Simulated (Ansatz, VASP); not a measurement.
## B2P3: VASP beside Ansatz

Contents of INCAR:

```
SYSTEM = B2P3
PREC = Accurate
ENCUT = 520
EDIFF = 1E-6
ISMEAR = 0
SIGMA = 0.1
LREAL = .FALSE.
LASPH = .TRUE.
NELM = 80
ALGO = Normal
ISIF = 2
LWAVE = .FALSE.
LCHARG = .FALSE.
GGA = PE
NBANDS = 18
```

Contents of KPOINTS:

```
regular mesh
0
G
  6 6 4
  0 0 0
```

POSCAR

```
B2P3
1.0
    4.2578214200      0.0000000000      0.0000000000
   -2.1289107100      3.6873815200      0.0000000000
    0.0000000000      0.0000000000      5.7548667900
B P
2 3
Direct
    0.0000000000      0.0000000000      0.5000000000
    0.0000000000      0.0000000000      0.0000000000
    0.5000000000      0.0000000000      0.5000000000
    0.0000000000      0.5000000000      0.5000000000
    0.5000000000      0.5000000000      0.5000000000
```

Input for Ansatz:

```yaml
crystal:
  lattice:
    - [4.25782142, 0.0, 0.0]
    - [-2.12891071, 3.68738152, 0.0]
    - [0.0, 0.0, 5.75486679]
  atoms:
    - { symbol: B, position: [0.0, 0.0, 0.5] }
    - { symbol: B, position: [0.0, 0.0, 0.0] }
    - { symbol: P, position: [0.5, 0.0, 0.5] }
    - { symbol: P, position: [0.0, 0.5, 0.5] }
    - { symbol: P, position: [0.5, 0.5, 0.5] }
basis:
  ecutwfc: 420
kpoints:
  mp_grid: { grid: [6, 6, 4] }
hamiltonian:
  xc: pbe
scf:
  occupations: { method: gaussian, width: 0.1 }
  lower_state_search: "off"
output:
  forces: true
  stress: true
  eigenvalues: true
```

Alike in both runs: task single point; functional PBE; k mesh 6 × 6 × 4; occupations gaussian, width 0.1 eV; no spin polarisation.

|  | VASP | Ansatz |
| --- | --- | --- |
| version | VASP 6.6.1 | Ansatz 0.2.0 |
| potentials or method | VASP PAW PBE potentials, release 64 (B, P), cutoff 520 eV | scalar-relativistic, plane waves, PAW |
| valence electrons in the cell | 21 | 21 |

VASP gave:

| Item | Value |
| --- | --- |
| gap on the k mesh at the Fermi level (eV) | none |
| pressure (GPa) | 14.0 |
| traceless stress, the component that is largest in VASP (GPa) | -22.79 |

Problem. Which values does Ansatz return?

Solution. gap on the k mesh at the Fermi level (eV): none; pressure (GPa): 14.4; traceless stress, the component that is largest in VASP (GPa): -23.11.

A gap of «none» marks a metal or a gap that the smearing closes.
